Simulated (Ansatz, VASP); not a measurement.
## One calculation of Sc, two programs

```
Sc
1.0
    -1.91310    1.91310    1.91310
     1.91310   -1.91310    1.91310
     1.91310    1.91310   -1.91310
Sc
1
Direct
  0.00000 0.00000 0.00000
```

Alike in both runs: task single point; functional RPBE; k mesh 13 × 13 × 13; occupations fermi-dirac, width 0.1 eV; no spin polarisation.

|  | VASP | Ansatz |
| --- | --- | --- |
| version | VASP 6.6.1 | Ansatz 0.2.0 |
| potentials or method | VASP PAW PBE potentials, release 64 (Sc_sv), cutoff 520 eV | plane waves (420 eV) with PAW, scalar-relativistic |
| valence electrons in the cell | 11 | 11 |

|  | VASP | Ansatz | Ansatz less VASP |
| --- | --- | --- | --- |
| pressure (GPa) | -3.3 | -3.4 | -0.02 |

VASP's potentials were made for PBE, not for RPBE. The functional is the same, so the differences come from potentials, cutoffs and numerics.
